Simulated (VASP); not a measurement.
Ni, 1 atom in the cell. The structure is orthorhombic, space group Fmmm (No. 69). The conventional cell has a = 2.767 Å, b = 3.901 Å, c = 3.927 Å, α = 90.00°, β = 90.00°, γ = 90.00°. Within 3.2 Å of Ni (site symmetry mmm) lie 14 Ni at 2.39 to 2.77 Å. This isn't the form of Ni at room conditions, which is fcc.

| Quantity | Value |
| --- | --- |
| Program | VASP 6.6.1 |
| Task | single point |
| Functional | LDA |
| Potentials or basis | VASP PAW LDA potentials, release 64 (Ni_sv_GW) |
| Cutoff | 690 eV |
| k mesh | 17 × 17 × 17 |
| Occupations | fermi-dirac, width 0.05 eV |
| Spin | collinear spin, ferromagnetic start |
| Starting moments | [1.0] μB |
| Dipole correction | no |
| Further INCAR settings | ALGO = Normal; EDIFF = 1e-06; NBANDS = 19 |

Potentials or basis: VASP PAW LDA potentials, release 64 (Ni_sv_GW).

Command:

```bash
$ cat potpaw_LDA.64/Ni_sv_GW/POTCAR > POTCAR
$ mpirun -np 1 vasp_std > vasp.out
```

Hardware: 1 thread of AMD EPYC 7R13 Processor (Zen 3) (shared host).

Problem. How long does it take, and how much memory?

Solution. It took 7.4 min on 1 thread of AMD EPYC 7R13 Processor (Zen 3) (shared host), peak memory 0.43 GiB. Counts: scf iterations 13, k points 729.
